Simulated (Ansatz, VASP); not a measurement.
**Zn2CdS3 in VASP and in Ansatz**

```
Zn Cd S
1.0
    -3.94436    3.94436    0.00000
     3.94436    3.94436    0.00000
     1.97218   -1.97218   -8.47790
Zn Cd S
4 2 6
Direct
  0.32798 0.00000 0.65597
  0.82798 0.50000 0.65597
  0.67202 0.00000 0.34403
  0.17202 0.50000 0.34403
  0.00000 0.00000 0.00000
  0.50000 0.50000 0.00000
  0.15538 0.25000 0.81077
  0.65538 0.75000 0.81077
  0.50000 0.25000 0.50000
  0.00000 0.75000 0.50000
  0.84462 0.25000 0.18923
  0.34462 0.75000 0.18923
```

Alike in both runs: task single point; functional PBE; k mesh 4 × 4 × 4; occupations gaussian, width 0.1 eV; no spin polarisation.

|  | VASP | Ansatz |
| --- | --- | --- |
| version | VASP 6.6.1 | Ansatz 0.2.0 |
| potentials or method | VASP PAW PBE potentials, release 64 (Zn, Cd, S), cutoff 520 eV | scalar-relativistic, plane waves, PAW |
| valence electrons in the cell | 108 | 124 |

```tsv
	VASP	Ansatz	Ansatz less VASP
gap on the k mesh at the Fermi level (eV)	1.54	1.54	-0.005
least direct gap on the mesh (eV)	1.54	1.54	-0.005
pressure (GPa)	0.2	0.0	-0.22
rms of the force components (eV/Å)	0.007	0.001	-0.0061
```

Atom by atom the forces differ by 0.008 eV/Å (rms over components). VASP's potentials hold 108 valence electrons a cell and Ansatz's 124, so a difference there can come from the potentials and not from the codes.
